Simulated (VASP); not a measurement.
# NdScSb2 (P4/mmm) in VASP: relaxation of cell and atoms with PBE

Aim: the relaxation of cell and atoms of NdScSb2 with PBE.

Everything below comes from runs of VASP 6.6.1. Logs are shortened: lines on timing, memory, paths and dates and some standing lists are left out, and cuts for length are marked.

## 1. The cell of the first run

Symmetry: P4/mmm, No. 123, tetragonal system. The conventional cell has a = 4.012 Å, b = 4.012 Å, c = 6.519 Å, α = 90.00°, β = 90.00°, γ = 90.00°. Within 4.3 Å of Nd (site symmetry 4/mmm) lie 2 Sc at 3.26 Å and 8 Sb at 3.32 Å and 4 Nd at 4.01 Å. Sc (site symmetry 4/mmm) has 8 Sb at 3.23 Å and 2 Nd at 3.26 Å and 4 Sc at 4.01 Å within 4.2 Å. Within 4.1 Å of Sb (site symmetry 4mm) lie 6 Sb at 3.07 to 4.01 Å and 4 Sc at 3.23 Å and 4 Nd at 3.32 Å.

The cell was built from a structure type or drawn by symmetry, and may not be a known phase.

## 2. Relaxation of cell and atoms, PBE

Contents of INCAR:

```
SYSTEM = NdScSb2
PREC     = Accurate       ! precision mode
ENCUT    = 500            ! plane-wave cutoff, eV
EDIFF    = 1E-7           ! SCF threshold, eV
ISMEAR   = 0              ! smearing method
SIGMA    = 0.1            ! smearing width, eV
LREAL    = .False.        ! projectors in reciprocal space
LASPH    = .True.         ! aspherical terms in the spheres
NELM     = 200            ! most SCF steps
ALGO     = Normal         ! electronic algorithm
ISIF     = 3              ! what is computed and relaxed
LWAVE    = .False.        ! write WAVECAR
LCHARG   = .False.        ! write CHGCAR
GGA      = PE             ! functional
IBRION   = 2              ! ionic algorithm
NSW      = 100            ! ionic steps
EDIFFG   = -0.01          ! ionic threshold
GGA_COMPAT= .False.      
NELMIN   = 4            
LMAXMIX  = 6              ! l up to which the mixer works
```

Contents of KPOINTS:

```
regular mesh
0
Gamma
  12 12 8
  0 0 0
```

Contents of POSCAR:

```
NdScSb2
1.0
    4.0115698914      0.0000000000      0.0000000000
    0.0000000000      4.0115698914      0.0000000000
    0.0000000000      0.0000000000      6.5188011857
Nd Sc Sb
1 1 2
Direct
    0.5000000000      0.5000000000      0.0000000000
    0.5000000000      0.5000000000      0.5000000000
    0.0000000000      0.0000000000      0.7355240248
    0.0000000000      0.0000000000      0.2644759752
```

Potentials or basis: VASP PAW PBE potentials, release 64 (Nd_3, Sc_sv, Sb), 4f in core.

On the command line:

```
cat potpaw_PBE.64/Nd_3/POTCAR potpaw_PBE.64/Sc_sv/POTCAR potpaw_PBE.64/Sb/POTCAR > POTCAR
mpirun -np 1 vasp_std > vasp.out
```

OUTCAR:

```text
SYSTEM = NdScSb2
   PREC = Accurate
   ENCUT = 500
   EDIFF = 1E-7
   ISMEAR = 0
   LREAL = .False.
   LASPH = .True.
   NELM = 200
   ISIF = 3
   GGA = PE
   IBRION = 2
   NSW = 100
   EDIFFG = -0.01
   NELMIN = 4

 ion  position               nearest neighbor table
   1  0.500  0.500  0.000-   2 3.26   2 3.26   4 3.32   3 3.32   3 3.32   4 3.32   3 3.32   4 3.32
                             3 3.32   4 3.32
   2  0.500  0.500  0.500-   3 3.23   4 3.23   3 3.23   4 3.23   3 3.23   4 3.23   3 3.23   4 3.23
                             1 3.26   1 3.26
   3  0.000  0.000  0.736-   4 3.07   2 3.23   2 3.23   2 3.23   2 3.23   1 3.32   1 3.32   1 3.32
                             1 3.32   4 3.45
   4  0.000  0.000  0.264-   3 3.07   2 3.23   2 3.23   2 3.23   2 3.23   1 3.32   1 3.32   1 3.32
                             1 3.32   3 3.45

  LATTYP: Found a simple tetragonal cell.
 ALAT       =     4.0115698914
 C/A-ratio  =     1.6250000280

  Lattice vectors:

 A1 = (   4.0115698914,   0.0000000000,   0.0000000000)
 A2 = (   0.0000000000,   4.0115698914,   0.0000000000)
 A3 = (   0.0000000000,   0.0000000000,   6.5188011857)

Analysis of symmetry for initial positions (statically):
=====================================================================
 Subroutine PRICEL returns:
 Original cell was already a primitive cell.

 Routine SETGRP: Setting up the symmetry group for a
 simple tetragonal supercell.

 Subroutine GETGRP returns: Found 16 space group operations
 (whereof 16 operations were pure point group operations)
 out of a pool of 16 trial point group operations.

The static configuration has the point symmetry D_4h.

Analysis of symmetry for dynamics (positions and initial velocities):
=====================================================================
 Subroutine PRICEL returns:
 Original cell was already a primitive cell.

 Routine SETGRP: Setting up the symmetry group for a
 simple tetragonal supercell.

 Subroutine GETGRP returns: Found 16 space group operations
 (whereof 16 operations were pure point group operations)
 out of a pool of 16 trial point group operations.

The dynamic configuration has the point symmetry D_4h.

 Subroutine INISYM returns: Found 16 space group operations
 (whereof 16 operations are pure point group operations),
 and found     1 'primitive' translations

----------------------------------------------------------------------------------------

                                     Primitive cell

  volume of cell :     104.9051

  direct lattice vectors                    reciprocal lattice vectors
     4.011569891  0.000000000  0.000000000     0.249278967  0.000000000  0.000000000
     0.000000000  4.011569891  0.000000000     0.000000000  0.249278967  0.000000000
     0.000000000  0.000000000  6.518801186     0.000000000  0.000000000  0.153402439

  length of vectors
     4.011569891  4.011569891  6.518801186     0.249278967  0.249278967  0.153402439

  position of ions in fractional coordinates (direct lattice)
     0.500000000  0.500000000  0.000000000
     0.500000000  0.500000000  0.500000000
     0.000000000  0.000000000  0.735524025
     0.000000000  0.000000000  0.264475975

  ion indices of the primitive-cell ions
   primitive index   ion index
                 1           1
                 2           2
                 3           3
                 4           4

----------------------------------------------------------------------------------------

 KPOINTS: regular mesh

Automatic generation of k-mesh.
 Grid dimensions read from file:
 generate k-points for:   12   12    8

 Generating k-lattice:

  Cartesian coordinates                     Fractional coordinates (reciprocal lattice)
     0.020773247  0.000000000  0.000000000     0.083333333  0.000000000  0.000000000
     0.000000000  0.020773247  0.000000000     0.000000000  0.083333333  0.000000000
     0.000000000  0.000000000  0.019175305     0.000000000  0.000000000  0.125000000

  Length of vectors
     0.020773247  0.020773247  0.019175305

  Shift w.r.t. Gamma in fractional coordinates (k-lattice)
     0.000000000  0.000000000  0.000000000

 Subroutine IBZKPT returns following result:
 ===========================================

 Found    140 irreducible k-points:

 Following reciprocal coordinates:
            Coordinates               Weight
  0.000000  0.000000  0.000000      1.000000
  0.083333  0.000000  0.000000      4.000000
  0.166667  0.000000  0.000000      4.000000
  0.250000  0.000000  0.000000      4.000000
  0.333333  0.000000  0.000000      4.000000
  0.416667  0.000000  0.000000      4.000000
[... 16 lines left out ...]
  0.333333  0.333333  0.000000      4.000000
  0.416667  0.333333  0.000000      8.000000
 [... further k-points ...]
   k-points           NKPTS =    140   k-points in BZ     NKDIM =    140   number of bands    NBANDS=     20
   number of dos      NEDOS =    301   number of ions     NIONS =      4
   total plane-waves  NPLWV =  43200
   dimension x,y,z NGX =    30 NGY =   30 NGZ =   48
   dimension x,y,z NGXF=    60 NGYF=   60 NGZF=   96
   ions per type =               1   1   2
   NGX,Y,Z   is equivalent  to a cutoff of  12.43, 12.43, 12.24 a.u.
   NGXF,Y,Z  is equivalent  to a cutoff of  24.86, 24.86, 24.48 a.u.
 SYSTEM =  NdScSb2
   PREC   = accura    normal or accurate (medium, high low for compatibility)
   ISTART =      0    job   : 0-new  1-cont  2-samecut
   ICHARG =      2    charge: 1-file 2-atom 10-const
   ISPIN  =      1    spin polarized calculation?
   LNONCOLLINEAR =      F non collinear calculations
   LSORBIT =      F    spin-orbit coupling
   LASPH  =      T    aspherical Exc in radial PAW
   ENCUT  =  500.0 eV  36.75 Ry    6.06 a.u.   7.31  7.31 11.89*2*pi/ulx,y,z
   NELM   =    200;   NELMIN=  4; NELMDL= -5     # of ELM steps
   EDIFF  = 0.1E-06   stopping-criterion for ELM
   LREAL  =      F    real-space projection
   EDIFFG = -.1E-01   stopping-criterion for IOM
   NSW    =    100    number of steps for IOM
   IBRION =      2    ionic relax: 0-MD 1-quasi-New 2-CG
   NFREE  =      1    steps in history (QN), initial steepest desc. (CG)
   ISIF   =      3    stress and relaxation
   ISYM   =      2    0-nonsym 1-usesym 2-fastsym
   POTIM  = 0.5000    time-step for ionic-motion
   TEBEG  =    0.0;   TEEND  =   0.0 temperature during run
   PSTRESS=    0.0 pullay stress
   NELECT =      32.0000    total number of electrons
   NUPDOWN=      -1.0000    fix difference up-down
   EMIN   =  10.00;   EMAX   =-10.00  energy-range for DOS
   EFERMI =   0.00;   METHOD = LEGACY
   ISMEAR =     0;   SIGMA  =   0.10  broadening in eV -4-tet -1-fermi 0-gaus
   EFERMI_NEDOS =   21; number of points for ismear=-14 and -15
   IALGO  =     38    algorithm
   IMIX   =      4    mixing-type and parameters
     AMIX     =   0.40;   BMIX     =  1.00
     AMIX_MAG =   1.60;   BMIX_MAG =  1.00
  volume/ion in A,a.u.               =      26.23       176.98
  Fermi-wavevector in a.u.,A,eV,Ry     =   1.102028  2.082531 16.523812  1.214466
  Thomas-Fermi vector in A             =   2.238465
   LORBIT       =      0    0 simple, 1 ext, 2 COOP (PROOUT), +10 PAW based schemes
   GGA     = PE    functional components
   LHFCALC =     F    Hartree Fock is set to
   AEXX    =    0.0000 exact exchange contribution
   IVDW    =     0    specifies the selected vdW correction
   LEPSILON=     F    determine dielectric tensor
   LRPA    =     F    only Hartree local field effects (RPA)
 conjugate gradient relaxation of ions
 non-spin polarized calculation
 Gauss-broadening in eV      SIGMA  =   0.10
  energy-cutoff  :      500.00
  volume of cell :      104.91
 maximum number of plane-waves:      2704
 NGX is ok and might be reduce to    30
   NGX = 15   NGY = 15   NGZ = 23

--------------------------------------- Ionic step        1  -------------------------------------------

 number of electron      32.0000003 magnetization

 Free energy of the ion-electron system (eV)
  ---------------------------------------------------
  ext. energy  EPLUGINS =         0.00000000
  ---------------------------------------------------
  free energy    TOTEN  =       -22.31653096 eV

  energy without entropy =      -22.30787594  energy(sigma->0) =      -22.31220345

------------------------ aborting loop because EDIFF is reached ----------------------------------------

  FORCE on cell =-STRESS in cart. coord.  units (eV):
  Direction    XX          YY          ZZ          XY          YZ          ZX
  --------------------------------------------------------------------------------------
  -------------------------------------------------------------------------------------
  Total       -0.1877765     -0.1877765      0.9698728      0.0000000      0.0000000      0.0000000
  in kB       -2.8678434     -2.8678434     14.8125178      0.0000000      0.0000000      0.0000000
  external PRESSURE =       3.0256103 kB  Pullay stress =       0.0000000 kB
[... 213 lines left out ...]
  energy  without entropy=      -22.3154191092  energy(sigma->0) =      -22.32043560

--------------------------------------- Ionic step        7  -------------------------------------------

 number of electron      32.0000001 magnetization

 Free energy of the ion-electron system (eV)
  ---------------------------------------------------
  ext. energy  EPLUGINS =         0.00000000
  ---------------------------------------------------
  free energy    TOTEN  =       -22.32556143 eV

  energy without entropy =      -22.31546202  energy(sigma->0) =      -22.32051173

 E-fermi :   6.6631     XC(G=0): -10.2561

 val. band max:        6.6404117898   @ k =   0.4167   0.2500   0.3750
 cond. band min:       6.6653171961   @ k =   0.5000   0.0000   0.2500
 fundamental gap:      0.0249054063
 Fermi energy:         6.6631423221

 k-point     1 :       0.0000    0.0000    0.0000
  band No.  band energies     occupation
      1     -43.4951      2.00000
      2     -31.3204      2.00000
      3     -22.1750      2.00000
      4     -22.1750      2.00000
      5     -22.0109      2.00000
      6     -12.5046      2.00000
[... 12 lines left out ...]
     19       8.0141      0.00000
[... 513 lines left out ...]
      4     -22.1930      2.00000
      5     -22.0050      2.00000
      6     -12.6743      2.00000
[... 12 lines left out ...]
     19       8.5047      0.00000
     20       8.8403      0.00000

 [... further k-points ...]
[... 5 lines left out ...]
  --------------------------------------------------------------------------------------
  -------------------------------------------------------------------------------------
  Total       -0.0013803     -0.0013803     -0.0016371      0.0000000      0.0000000      0.0000000
  in kB       -0.0209969     -0.0209969     -0.0249024      0.0000000      0.0000000      0.0000000
  external PRESSURE =      -0.0222987 kB  Pullay stress =       0.0000000 kB
[... 19 lines left out ...]
  FREE ENERGIE OF THE ION-ELECTRON SYSTEM (eV)
  ---------------------------------------------------
  free  energy   TOTEN  =       -22.3255614342 eV

  energy  without entropy=      -22.3154620170  energy(sigma->0) =      -22.32051173

 reached required accuracy - stopping structural energy minimisation
```

Wall time 12 min (1 thread of Intel Xeon 6975P-C (Granite Rapids), shared host); peak memory 0.48 GiB.

Results:

| Property | Result |
| --- | --- |
| Free energy | -22.3256 eV |
| Relaxed volume | 26.33 Å³/atom |
| Relaxed cell | a = 3.986 Å, b = 3.986 Å, c = 6.628 Å, α = 90.00°, β = 90.00°, γ = 90.00° |
| Space group after relaxing (to 0.1 Å) | P4/mmm (No. 123) |
| Energy gained by relaxing | 2.3 meV/atom |
| Ionic steps | 7 |
| Pressure after relaxing | 0.0 GPa |
| Band gap on the k mesh | zero (bands 16 and 17 overlap by 0.85 eV) |

Forces in eV/Å, atoms in the order of the input:
```
Nd   0.000  0.000  0.000
Sc   0.000  0.000  0.000
Sb   0.000  0.000  0.002
Sb   0.000  0.000 -0.002
```

Step by step:
```csv
step,energy change (eV),largest force (eV/Å),pressure (GPa),volume (Å³)
1,0.0000,0.0175,0.30,104.91
2,-0.0072,0.0537,-0.18,105.65
3,-0.0076,0.0635,-0.32,105.88
4,-0.0086,0.0543,0.10,105.17
5,-0.0086,0.0551,0.06,105.24
6,-0.0089,0.0290,0.03,105.28
7,-0.0090,0.0020,0.00,105.33
```

Final structure:
```xyz
4
Lattice="3.9863 0.0000 0.0000 0.0000 3.9863 0.0000 0.0000 0.0000 6.6284" Properties=species:S:1:pos:R:3 pbc="T T T"
Nd    1.9931    1.9931    0.0000
Sc    1.9931    1.9931    3.3142
Sb    0.0000    0.0000    4.8637
Sb    0.0000    0.0000    1.7647
```

Caveat: spin-orbit coupling is left out, which moves the levels of the heavy elements; the 4f electrons are frozen in the core, so they carry no moment and show no levels. Spin polarisation is off, so any magnetic state and its effect on volume and gap are missing.
